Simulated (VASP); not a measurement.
YSi2Rh2, 5 atoms in the cell. The structure is tetragonal, space group I4/mmm (No. 139). The conventional cell has a = 4.043 Å, b = 4.043 Å, c = 9.948 Å, α = 90.00°, β = 90.00°, γ = 90.00°. Within 4.1 Å of Y (site symmetry 4/mmm) lie 10 Si at 3.11 to 3.75 Å and 8 Rh at 3.20 Å and 4 Y at 4.04 Å. Within 3.2 Å of Si (site symmetry 4mm) lie 4 Rh at 2.38 Å and 1 Si at 2.45 Å and 4 Y at 3.11 Å. Within 3.3 Å of Rh (site symmetry -4m2) lie 4 Si at 2.38 Å and 4 Rh at 2.86 Å and 4 Y at 3.20 Å. 

- Program: VASP 6.6.1
- Task: single point
- Functional: r2SCAN
- Potentials or basis: VASP PAW PBE potentials, release 64 (Y_sv, Si, Rh_pv)
- Cutoff: 520 eV
- k mesh: 6 × 6 × 6
- Occupations: gaussian, width 0.1 eV
- Spin: no spin polarisation
- Dipole correction: no
- Further INCAR settings: ALGO = Normal; EDIFF = 1e-06; NBANDS = 32

Potentials or basis: VASP PAW PBE potentials, release 64 (Y_sv, Si, Rh_pv).

Command:

```console
$ cat potpaw_PBE.64/Y_sv/POTCAR potpaw_PBE.64/Si/POTCAR potpaw_PBE.64/Rh_pv/POTCAR > POTCAR
$ cp INCAR.step1 INCAR
$ mpirun -np 1 vasp_std > vasp.out
$ cp INCAR.step2 INCAR
$ mpirun -np 1 vasp_std > vasp.out
```

Hardware: 1 thread of AMD EPYC 7571 (shared host).

Estimate the wall time of this run.

Wall time 37 min on 1 thread of AMD EPYC 7571, on a shared host, peak memory 0.4 GiB. Counts: k points 30.
